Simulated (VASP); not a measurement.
Runs of VASP 6.6.1 on Ag. The structure is that of space group Fd-3m (No. 227), or close to it. The cells are those of the table. 

| task | cell | k mesh | cutoff (eV) | gap on the mesh (eV) | pressure (GPa) | relaxed volume (Å³/atom) |
| --- | --- | --- | --- | --- | --- | --- |
| single point | a = 4.399 Å, angles 60.0°, 2 atoms | 12 × 12 × 12 | 520 | none | -0.1 | - |
| relaxation of cell and atoms | relaxed from a = 4.399 Å, angles 60.0°, 2 atoms | 12 × 12 × 12 | 600 | none | 0.0 | 30.02 |
| single point | a = 4.399 Å, angles 60.0°, 2 atoms | 6 × 6 × 6 | 520 | none | 0.1 | - |
| single point | a = 3.828 Å, angles 60.0°, 2 atoms | 6 × 6 × 6 | 520 | none | (a) | - |
| relaxation of cell and atoms | relaxed from a = 3.828 Å, angles 60.0°, 2 atoms | 6 × 6 × 6 | 600 | none | 0.0 | (b) |

Alike in all rows: level PBE; potentials or basis VASP PAW PBE potentials, release 64 (Ag); no spin polarisation; smearing gaussian 0.1 eV.

Task: Estimate the missing entries.

Result: (a) 39.9; (b) 30.23.

Caveats: the volume moved by over 15 % at a fixed basis, so the end points are rough (some runs).

A k mesh can miss the band edges, and the runs leave out spin-orbit coupling on Ag.

A gap of «none» marks levels without a gap at the run's occupations.
